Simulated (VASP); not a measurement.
LiH17O9, 27 atoms in the cell. The cell holds a disordered packing, 27 atoms: a = 6.573 Å, b = 6.573 Å, c = 6.573 Å, α = 90.00°, β = 90.00°, γ = 90.00°. 

| Property | Result |
| --- | --- |
| Program | VASP 6.6.1 |
| Task | single point |
| Functional | r2SCAN |
| Dispersion | D3(BJ) |
| Potentials or basis | VASP PAW PBE potentials, release 64 (O, H, Li_sv) |
| Cutoff | 720 eV |
| k mesh | 1 × 1 × 1 |
| Occupations | fermi-dirac, width 0.05 eV |
| Spin | no spin polarisation |
| Dipole correction | no |
| Further INCAR settings | ALGO = Normal; EDIFF = 1e-06; NBANDS = 56 |

Potentials or basis: VASP PAW PBE potentials, release 64 (O, H, Li_sv).

Run with:

```sh
$ cat potpaw_PBE.64/O/POTCAR potpaw_PBE.64/H/POTCAR potpaw_PBE.64/Li_sv/POTCAR > POTCAR
$ cp INCAR.step1 INCAR
$ mpirun -np 1 vasp_gam > vasp.out
$ cp INCAR.step2 INCAR
$ mpirun -np 1 vasp_gam > vasp.out
```

Hardware: 1 thread of Intel(R) Xeon(R) Platinum 8259CL CPU @ 2.50GHz (Skylake/Cascade Lake), with other jobs on the host.

**Question.** How long does it take, and how much memory?

**Answer.** Run time: 3.2 min on 1 thread of Intel(R) Xeon(R) Platinum 8259CL CPU @ 2.50GHz (Skylake/Cascade Lake), on a shared host, peak memory 0.52 GiB. Counts: k points 1.
